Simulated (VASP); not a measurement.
# Te (P3_121) in VASP: notebook

The runs below take Te through single point, with PBEsol.

Program: VASP 6.6.1. These are calculated values, not measurements. Logs are shortened: lines on timing, memory, paths and dates and some standing lists are left out, and cuts for length are marked.

**1. The cell of the first run**

It takes space group P3_121 (No. 152, trigonal). The conventional cell has a = 4.448 Å, b = 4.448 Å, c = 6.086 Å, α = 90.00°, β = 90.00°, γ = 120.00°. Within 3.9 Å of Te (site symmetry 2) lie 6 Te at 2.98 to 3.44 Å.

**2. Single point, PBEsol (volume scaled by 1.08)**

File INCAR:

```
SYSTEM = Te
PREC     = Accurate       ! precision mode
ENCUT    = 520            ! plane-wave cutoff, eV
EDIFF    = 1E-6           ! SCF threshold, eV
ISMEAR   = -1             ! smearing method
SIGMA    = 0.05           ! smearing width, eV
LREAL    = .FALSE.        ! projectors in reciprocal space
LASPH    = .TRUE.         ! aspherical terms in the spheres
NELM     = 100            ! most SCF steps
ALGO     = Normal         ! electronic algorithm
ISIF     = 2              ! what is computed and relaxed
LWAVE    = .FALSE.        ! write WAVECAR
LCHARG   = .TRUE.         ! write CHGCAR
GGA      = PS             ! functional
LELF     = .TRUE.         ! ELF
LVHAR    = .TRUE.       
NBANDS   = 16             ! bands
```

File KPOINTS:

```
Automatic mesh
0
G
  8 8 5
  0 0 0
```

File POSCAR:

```
Te
1.0
    4.4484786142      0.0000000000      0.0000000000
   -2.2242393071      3.8524954881      0.0000000000
    0.0000000000      0.0000000000      6.0861487514
Te
3
Direct
    0.2833121363      0.0000000000      0.3333333333
    0.0000000000      0.2833121363      0.6666666667
    0.7166878637      0.7166878637      1.0000000000
```

Potentials or basis: VASP PAW PBE potentials, release 64 (Te).

Command:

```sh
$ cat potpaw_PBE.64/Te/POTCAR > POTCAR
$ mpirun -np 1 vasp_std > vasp.out
```

OUTCAR:

```text
SYSTEM = Te
   PREC = Accurate
   ENCUT = 520
   EDIFF = 1E-6
   ISMEAR = -1
   LREAL = .FALSE.
   LASPH = .TRUE.
   NELM = 100
   ISIF = 2
   GGA = PS

 ion  position               nearest neighbor table
   1  0.283  0.000  0.333-   3 2.98   2 2.98   3 3.44   3 3.44   2 3.44   2 3.44
   2  0.000  0.283  0.667-   3 2.98   1 2.98   3 3.44   3 3.44   1 3.44   1 3.44
   3  0.717  0.717  0.000-   1 2.98   2 2.98   1 3.44   2 3.44   2 3.44   1 3.44

  LATTYP: Found a hexagonal cell.
 ALAT       =     4.4484786142
 C/A-ratio  =     1.3681416231

  Lattice vectors:

 A1 = (   4.4484786142,   0.0000000000,   0.0000000000)
 A2 = (  -2.2242393071,   3.8524954881,   0.0000000000)
 A3 = (   0.0000000000,   0.0000000000,   6.0861487514)

Analysis of symmetry for initial positions (statically):
=====================================================================
 Subroutine PRICEL returns:
 Original cell was already a primitive cell.

 Routine SETGRP: Setting up the symmetry group for a
 hexagonal supercell.

 Subroutine GETGRP returns: Found  6 space group operations
 (whereof  2 operations were pure point group operations)
 out of a pool of 24 trial point group operations.

The static configuration has the point symmetry C_2 .
 The point group associated with its full space group is D_3 .

Analysis of symmetry for dynamics (positions and initial velocities):
=====================================================================
 Subroutine PRICEL returns:
 Original cell was already a primitive cell.

 Routine SETGRP: Setting up the symmetry group for a
 hexagonal supercell.

 Subroutine GETGRP returns: Found  6 space group operations
 (whereof  2 operations were pure point group operations)
 out of a pool of 24 trial point group operations.

The dynamic configuration has the point symmetry C_2 .
 The point group associated with its full space group is D_3 .

 Subroutine INISYM returns: Found  6 space group operations
 (whereof  2 operations are pure point group operations),
 and found     1 'primitive' translations

----------------------------------------------------------------------------------------

                                     Primitive cell

  volume of cell :     104.3029

  direct lattice vectors                    reciprocal lattice vectors
     4.448478614  0.000000000  0.000000000     0.224795955  0.129786005  0.000000000
    -2.224239307  3.852495488  0.000000000     0.000000000  0.259572011  0.000000000
     0.000000000  0.000000000  6.086148751     0.000000000  0.000000000  0.164307519

  length of vectors
     4.448478614  4.448478614  6.086148751     0.259572011  0.259572011  0.164307519

  position of ions in fractional coordinates (direct lattice)
     0.283312136  0.000000000  0.333333333
     1.000000000  0.283312136  0.666666667
     0.716687864  0.716687864  0.000000000

  ion indices of the primitive-cell ions
   primitive index   ion index
                 1           1
                 2           2
                 3           3

----------------------------------------------------------------------------------------

 KPOINTS: Automatic mesh

Automatic generation of k-mesh.
 Grid dimensions read from file:
 generate k-points for:    8    8    5

 Generating k-lattice:

  Cartesian coordinates                     Fractional coordinates (reciprocal lattice)
     0.028099494  0.016223251  0.000000000     0.125000000 -0.000000000  0.000000000
     0.000000000  0.032446501  0.000000000     0.000000000  0.125000000  0.000000000
     0.000000000  0.000000000  0.032861504     0.000000000  0.000000000  0.200000000

  Length of vectors
     0.032446501  0.032446501  0.032861504

  Shift w.r.t. Gamma in fractional coordinates (k-lattice)
     0.000000000  0.000000000  0.000000000

 Subroutine IBZKPT returns following result:
 ===========================================

 Found     40 irreducible k-points:

 Following reciprocal coordinates:
            Coordinates               Weight
  0.000000  0.000000  0.000000      1.000000
  0.125000  0.000000  0.000000      6.000000
  0.250000  0.000000  0.000000      6.000000
  0.375000  0.000000  0.000000      6.000000
  0.500000  0.000000  0.000000      3.000000
  0.125000  0.125000  0.000000      6.000000
[... 16 lines left out ...]
 -0.125000  0.500000  0.200000     12.000000
  0.250000  0.250000  0.200000     12.000000
 [... further k-points ...]
   k-points           NKPTS =     40   k-points in BZ     NKDIM =     40   number of bands    NBANDS=     16
   number of dos      NEDOS =    301   number of ions     NIONS =      3
   total plane-waves  NPLWV =  62208
   dimension x,y,z NGX =    36 NGY =   36 NGZ =   48
   dimension x,y,z NGXF=    72 NGYF=   72 NGZF=   96
   ions per type =               3
   NGX,Y,Z   is equivalent  to a cutoff of  13.45, 13.45, 13.11 a.u.
   NGXF,Y,Z  is equivalent  to a cutoff of  26.91, 26.91, 26.22 a.u.
 SYSTEM =  Te
   PREC   = accura    normal or accurate (medium, high low for compatibility)
   ISTART =      0    job   : 0-new  1-cont  2-samecut
   ICHARG =      2    charge: 1-file 2-atom 10-const
   ISPIN  =      1    spin polarized calculation?
   LNONCOLLINEAR =      F non collinear calculations
   LSORBIT =      F    spin-orbit coupling
   LASPH  =      T    aspherical Exc in radial PAW
   ENCUT  =  520.0 eV  38.22 Ry    6.18 a.u.   8.27  8.27 11.32*2*pi/ulx,y,z
   NELM   =    100;   NELMIN=  2; NELMDL= -5     # of ELM steps
   EDIFF  = 0.1E-05   stopping-criterion for ELM
   LREAL  =      F    real-space projection
   EDIFFG = 0.1E-04   stopping-criterion for IOM
   NSW    =      0    number of steps for IOM
   IBRION =     -1    ionic relax: 0-MD 1-quasi-New 2-CG
   NFREE  =      0    steps in history (QN), initial steepest desc. (CG)
   ISIF   =      2    stress and relaxation
   ISYM   =      2    0-nonsym 1-usesym 2-fastsym
   POTIM  = 0.5000    time-step for ionic-motion
   TEBEG  =    0.0;   TEEND  =   0.0 temperature during run
   PSTRESS=    0.0 pullay stress
   NELECT =      18.0000    total number of electrons
   NUPDOWN=      -1.0000    fix difference up-down
   EMIN   =  10.00;   EMAX   =-10.00  energy-range for DOS
   EFERMI =   0.00;   METHOD = LEGACY
   ISMEAR =    -1;   SIGMA  =   0.05  broadening in eV -4-tet -1-fermi 0-gaus
   EFERMI_NEDOS =   21; number of points for ismear=-14 and -15
   IALGO  =     38    algorithm
   IMIX   =      4    mixing-type and parameters
     AMIX     =   0.40;   BMIX     =  1.00
     AMIX_MAG =   1.60;   BMIX_MAG =  1.00
  volume/ion in A,a.u.               =      34.77       234.62
  Fermi-wavevector in a.u.,A,eV,Ry     =   0.911452  1.722394 11.302958  0.830744
  Thomas-Fermi vector in A             =   2.035732
   LORBIT       =      0    0 simple, 1 ext, 2 COOP (PROOUT), +10 PAW based schemes
   GGA     = PS    functional components
   LHFCALC =     F    Hartree Fock is set to
   AEXX    =    0.0000 exact exchange contribution
   IVDW    =     0    specifies the selected vdW correction
   LEPSILON=     F    determine dielectric tensor
   LRPA    =     F    only Hartree local field effects (RPA)
 non-spin polarized calculation
  energy-cutoff  :      520.00
  volume of cell :      104.30
 maximum number of plane-waves:      2834
 NGX is ok and might be reduce to    36
   NGX = 17   NGY = 17   NGZ = 23

 number of electron      18.0000001 magnetization

 Free energy of the ion-electron system (eV)
  ---------------------------------------------------
  ext. energy  EPLUGINS =         0.00000000
  ---------------------------------------------------
  free energy    TOTEN  =       -10.48912688 eV

  energy without entropy =      -10.48879999  energy(sigma->0) =      -10.48896343

 E-fermi :   5.5699     XC(G=0):  -9.1519

 val. band max:        5.3007562185   @ k =   0.3750   0.2500   0.4000
 cond. band min:       5.7875968639   @ k =   0.0000   0.0000   0.4000
 fundamental gap:      0.4868406454
 Fermi energy:         5.5699335837

 k-point     1 :       0.0000    0.0000    0.0000
  band No.  band energies     occupation
      1      -7.7954      2.00000
      2      -4.7675      2.00000
      3      -4.7675      2.00000
      4       2.8016      2.00000
      5       3.0048      2.00000
      6       3.0048      2.00000
[... 8 lines left out ...]
     15      11.4317      0.00000
     16      11.7130      0.00000

 k-point     2 :       0.1250    0.0000    0.0000
  band No.  band energies     occupation
      1      -7.6850      2.00000
      2      -4.7929      2.00000
      3      -4.7418      2.00000
      4       1.9474      2.00000
      5       2.4484      2.00000
      6       2.7572      2.00000
[... 8 lines left out ...]
     15      11.6174      0.00000
     16      11.9268      0.00000

 k-point     3 :       0.2500    0.0000    0.0000
  band No.  band energies     occupation
      1      -7.3690      2.00000
      2      -4.9388      2.00000
      3      -4.6708      2.00000
      4       1.1070      2.00000
      5       1.7793      2.00000
      6       2.3051      2.00000
[... 8 lines left out ...]
     15      12.0184      0.00000
     16      12.7424      0.00000

 k-point     4 :       0.3750    0.0000    0.0000
  band No.  band energies     occupation
      1      -6.9157      2.00000
      2      -5.2822      2.00000
      3      -4.5887      2.00000
      4       0.8602      2.00000
      5       1.3358      2.00000
      6       1.9802      2.00000
[... 8 lines left out ...]
     15      13.1018      0.00000
     16      13.7527      0.00000
[... 324 lines left out ...]
 k-point    22 :       0.3750    0.1250    0.2000
  band No.  band energies     occupation
      1      -6.5804      2.00000
      2      -5.4625      2.00000
      3      -4.7472      2.00000
      4       0.8986      2.00000
      5       1.0951      2.00000
      6       2.1868      2.00000
[... 8 lines left out ...]
     15      12.7698      0.00000
     16      13.3276      0.00000

 k-point    23 :      -0.1250    0.5000    0.2000
  band No.  band energies     occupation
      1      -6.5417      2.00000
      2      -5.6376      2.00000
      3      -4.5590      2.00000
      4       0.4784      2.00000
      5       1.1659      2.00000
      6       2.0965      2.00000
[... 8 lines left out ...]
     15      12.8600      0.00000
     16      14.1961      0.00000

 k-point    24 :       0.2500    0.2500    0.2000
  band No.  band energies     occupation
      1      -6.5879      2.00000
      2      -5.4820      2.00000
      3      -4.6956      2.00000
      4       0.6394      2.00000
      5       1.3745      2.00000
      6       2.0425      2.00000
[... 8 lines left out ...]
     15      13.0442      0.00000
     16      13.3338      0.00000

 [... further k-points ...]
[... 5 lines left out ...]
  --------------------------------------------------------------------------------------
  -------------------------------------------------------------------------------------
  Total       -2.0540012     -2.0540012     -2.8056582     -0.0000000     -0.0000000      0.0000000
  in kB      -31.5511401    -31.5511401    -43.0972081     -0.0000000     -0.0000000      0.0000000
  external PRESSURE =     -35.3998294 kB  Pullay stress =       0.0000000 kB

 VOLUME and BASIS-vectors are now :
 -----------------------------------------------------------------------------
  energy-cutoff  :      520.00
  volume of cell :      104.30
      direct lattice vectors                 reciprocal lattice vectors
     4.448478614  0.000000000  0.000000000     0.224795955  0.129786005  0.000000000
    -2.224239307  3.852495488  0.000000000     0.000000000  0.259572011  0.000000000
     0.000000000  0.000000000  6.086148751     0.000000000  0.000000000  0.164307519

 POSITION                                       TOTAL-FORCE (eV/Angst)
 -----------------------------------------------------------------------------------
      1.26031      0.00000      2.02872        -0.259476     -0.000000      0.000000
     -0.63015      1.09146      4.05743         0.129738     -0.224713     -0.000000
      1.59409      2.76104      0.00000         0.129738      0.224713     -0.000000
 -----------------------------------------------------------------------------------
    total drift:                                0.000000     -0.000000     -0.000000

  FREE ENERGIE OF THE ION-ELECTRON SYSTEM (eV)
  ---------------------------------------------------
  free  energy   TOTEN  =       -10.4891268776 eV

  energy  without entropy=      -10.4887999894  energy(sigma->0) =      -10.48896343
```

It took 54 s on 1 thread of Intel Xeon Platinum 8259CL at 2.50GHz (Skylake/Cascade Lake), shared host; peak memory 0.25 GiB.

Results:

| Property | Result |
| --- | --- |
| Free energy | -10.4891 eV |
| Pressure | -3.5 GPa |
| Largest force | 0.259 eV/Å |
| Band gap on the k mesh | 0.49 eV, indirect (least direct gap 0.58 eV) |

Forces on the atoms (eV/Å):
```
Te  -0.259  0.000  0.000
Te   0.130 -0.225  0.000
Te   0.130  0.225  0.000
```

Caveat: the PAW data sets were made with another functional, which shifts forces and pressure a little; spin-orbit coupling is left out, which moves the levels of the heavy elements.

[end of part 1 of 2]
